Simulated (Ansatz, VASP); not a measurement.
**ZrB2: VASP beside Ansatz**

File INCAR:

```
PREC = Accurate
ENCUT = 520
EDIFF = 1E-8
ISMEAR = -1
SIGMA = 0.05
LREAL = F
LASPH = T
NELM = 100
ALGO = Normal
ISIF = 2
LWAVE = F
LCHARG = F
LEFG = T
NBANDS = 16
```

The input KPOINTS:

```
Automatic mesh
0
Gamma
  12 12 9
```

The input POSCAR:

```
ZrB2
1.0
    3.1649998255     -0.0158249991     -0.0158249991
   -1.5962047641      2.7488827515     -0.0057923517
   -0.0176000000     -0.0176000000      3.5200000000
Zr B
1 2
Direct
    0.0000000000      0.0000000000      0.0000000000
    0.3333333333      0.6666666667      0.5000000000
    0.6666666667      0.3333333333      0.5000000000
```

Input for Ansatz:

```yaml
crystal:
  lattice:
    - [3.1649998255, -0.0158249991, -0.0158249991]
    - [-1.5962047641, 2.7488827515, -0.0057923517]
    - [-0.0176, -0.0176, 3.52]
  atoms:
    - { symbol: Zr, position: [0.0, 0.0, 0.0] }
    - { symbol: B, position: [0.3333333333, 0.6666666667, 0.5] }
    - { symbol: B, position: [0.6666666667, 0.3333333333, 0.5] }
kpoints:
  mp_grid: { grid: [12, 12, 9] }
scf:
  occupations: { method: fermi_dirac, width: 0.05 }
hamiltonian:
  xc: lda
  pseudopotentials: { kind: all_electron, datasets: crystal }
output:
  forces: true
  stress: true
  eigenvalues: true
  efg: { contact_densities: true }
```

Change from the starting cell: equal xy, yz and zx shear strains of -1 %, crystal datasets.

Alike in both runs: task electric field gradients; functional LDA; k mesh 12 × 12 × 9; occupations fermi-dirac, width 0.05 eV; no spin polarisation.

|  | VASP | Ansatz |
| --- | --- | --- |
| version | VASP 6.6.1 | Ansatz 0.2.0 |
| potentials or method | VASP PAW LDA potentials, release 64 (Zr_sv, B), cutoff 520 eV | all-electron PAW with datasets made for the crystal, scalar-relativistic |

```csv
,VASP,Ansatz,Ansatz less VASP
pressure (GPa),-6.7,-7.2,-0.46
"traceless stress, the component that is largest in VASP (GPa)",2.62,2.62,-0.002
rms of the force components (eV/Å),0.011,0.011,-0.0001
size of Vzz on the site where it differs most (V/Å²),47.8,50.5,+2.77
```

LDA's correlation is that of Perdew and Zunger in VASP and of Perdew and Wang (1992) in Ansatz. Atom by atom the forces differ by 0.000 eV/Å (rms over components). Ansatz ran all-electron here, and VASP with PAW potentials.
